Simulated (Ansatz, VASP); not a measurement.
Sc2B2Sb: VASP beside Ansatz

```xyz
5
Lattice="3.2334 0.0000 0.0000 -1.6167 2.8002 0.0000 0.0000 0.0000 9.1644" Properties=species:S:1:pos:R:3 pbc="T T T"
Sc    0.0000    0.0000    6.2372
Sc    0.0000    0.0000    2.9272
B     0.0000    1.8668    4.5822
B     1.6167    0.9334    4.5822
Sb    0.0000    0.0000    0.0000
```

Alike in both runs: functional PBE; k mesh 12 × 12 × 4; occupations gaussian, width 0.1 eV; no spin polarisation.

Ansatz relaxed the structure, and its values are those at the end. VASP's run is a single point on that final structure, the one shown.

|  | VASP | Ansatz |
| --- | --- | --- |
| version | VASP 6.6.1 | Ansatz 0.2.0 |
| potentials or method | VASP PAW PBE potentials, release 64 (Sc_sv, B, Sb), cutoff 520 eV | scalar-relativistic, plane waves, PAW |
| valence electrons in the cell | 33 | 43 |

|  | VASP | Ansatz | Ansatz less VASP |
| --- | --- | --- | --- |
| gap on the k mesh at the Fermi level (eV) | none | none | - |
| pressure (GPa) | 0.2 | 0.0 | -0.18 |
| rms of the force components (eV/Å) | 0.013 | 0.000 | -0.0127 |

A gap of «none» marks a metal or a gap that the smearing closes. VASP's potentials hold 33 valence electrons a cell and Ansatz's 43, so a difference there can come from the potentials and not from the codes.

Spin-orbit coupling is off throughout.
